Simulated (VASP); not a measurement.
Write the native input for VASP 6.6.1 that does the following.

```
Task                   : single point
Functional             : PBE
Potentials or basis    : VASP PAW PBE potentials, release 64 (Ta_pv, Si)
Cutoff                 : 520 eV
k mesh                 : 6 × 6 × 2
Occupations            : gaussian, width 0.1 eV
Spin                   : no spin polarisation
Dipole correction      : no
Further INCAR settings : ALGO = Normal; EDIFF = 1e-07; NBANDS = 24
```

The structure of TaSi5 lies in POSCAR:

```
TaSi5
1.0
    2.9413411941      0.0000000000      0.0000000000
   -1.4706705971      2.5472761953      0.0000000000
    0.0000000000      0.0000000000     12.2829660935
Ta Si
1 5
Direct
    0.0000000000      0.0000000000      0.0000000000
    0.6666666667      0.3333333333      0.8270037825
    0.0000000000      0.0000000000      0.6663176241
    0.6666666667      0.3333333333      0.5000000000
    0.0000000000      0.0000000000      0.3336823759
    0.6666666667      0.3333333333      0.1729962175
```

One way to write it, as run:

INCAR

```
SYSTEM = TaSi5
PREC = Accurate
ENCUT = 520
EDIFF = 1E-7
ISMEAR = 0
SIGMA = 0.1
LREAL = .FALSE.
LASPH = .TRUE.
NELM = 100
ALGO = Normal
ISIF = 2
LWAVE = .FALSE.
LCHARG = .FALSE.
GGA = PE
NBANDS = 24
```

KPOINTS

```
regular mesh
0
G
  6 6 2
  0 0 0
```

Potentials or basis: VASP PAW PBE potentials, release 64 (Ta_pv, Si).

Launch:

```sh
$ cat potpaw_PBE.64/Ta_pv/POTCAR potpaw_PBE.64/Si/POTCAR > POTCAR
$ mpirun -np 1 vasp_std > vasp.out
```

Results of the run:

```
Pressure      : 0.0 GPa
Largest force : 0.004 eV/Å
```

Caveat: the k points lie up to 0.41 Å⁻¹ apart.

It took 17 s on 1 thread of Intel(R) Xeon(R) 6975P-C (Granite Rapids), on a shared host, peak memory 0.22 GiB.
